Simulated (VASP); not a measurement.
Here is a VASP 6.6.1 calculation.

File INCAR:

```
PREC = Accurate
ENCUT = 600
EDIFF = 1E-6
ISMEAR = 0
SIGMA = 0.01
LREAL = F
LASPH = T
NELM = 120
ALGO = Normal
ISIF = 2
LWAVE = F
LCHARG = T
GGA = PE
LELF = T
LVHAR = T
NBANDS = 35
GGA_COMPAT = F
```

File KPOINTS:

```
regular mesh
0
Gamma
  4 4 6
```

POSCAR

```
ZnF2
1.0
    4.8948414206      0.0000000000      0.0000000000
    0.0000000000      4.8948414206      0.0000000000
    0.0000000000      0.0000000000      3.2377580501
Zn F
2 4
Direct
    0.0000000000      0.0000000000      0.0000000000
    0.5000000000      0.5000000000      0.5000000000
    0.3043954841      0.3043954841      0.0000000000
    0.1956045159      0.8043954841      0.5000000000
    0.8043954841      0.1956045159      0.5000000000
    0.6956045159      0.6956045159      0.0000000000
```

Potentials or basis: VASP PAW PBE potentials, release 64 (Zn, F).

Launch:

```sh
$ cat potpaw_PBE.64/Zn/POTCAR potpaw_PBE.64/F/POTCAR > POTCAR
$ mpirun -np 1 vasp_std > vasp.out
```

(1) Estimate the band gap on the k mesh.

(2) Predict the largest force.

(3) What does it give for the pressure?

Results:

(1) 3.32 eV (least direct gap 3.36 eV).

(2) 0.085 eV/Å.

(3) -5.0 GPa.

Caveat: the cell stands under tension; the structure was generated, so it needn't be the stable form of ZnF2.
